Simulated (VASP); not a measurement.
AlN, 8 atoms in the cell. The typed cell holds 8 atoms: a = 3.089 Å, b = 3.089 Å, c = 11.932 Å, α = 85.05°, β = 87.53°, γ = 60.00°.  This cell differs from its parent crystal: the part above a cut slid along it.

* Program: VASP 6.6.1
* Task: single point
* Functional: LDA
* Potentials or basis: VASP PAW LDA potentials, release 64 (Al, N)
* Cutoff: 520 eV
* k mesh: 8 × 8 × 3
* Occupations: gaussian, width 0.05 eV
* Spin: no spin polarisation
* Dipole correction: no
* Further INCAR settings: ALGO = Normal; EDIFF = 1e-06; NBANDS = 26

Potentials or basis: VASP PAW LDA potentials, release 64 (Al, N).

Launch:

```bash
$ cat potpaw_LDA.64/Al/POTCAR potpaw_LDA.64/N/POTCAR > POTCAR
$ mpirun -np 1 vasp_std > vasp.out
```

Hardware: 1 thread of Intel Xeon 8259CL, on a shared host.

Estimate the wall time of this run.

Wall time 6.1 min on 1 thread of Intel Xeon 8259CL (shared host), peak memory 0.31 GiB. Counts: scf iterations 19, k points 98.
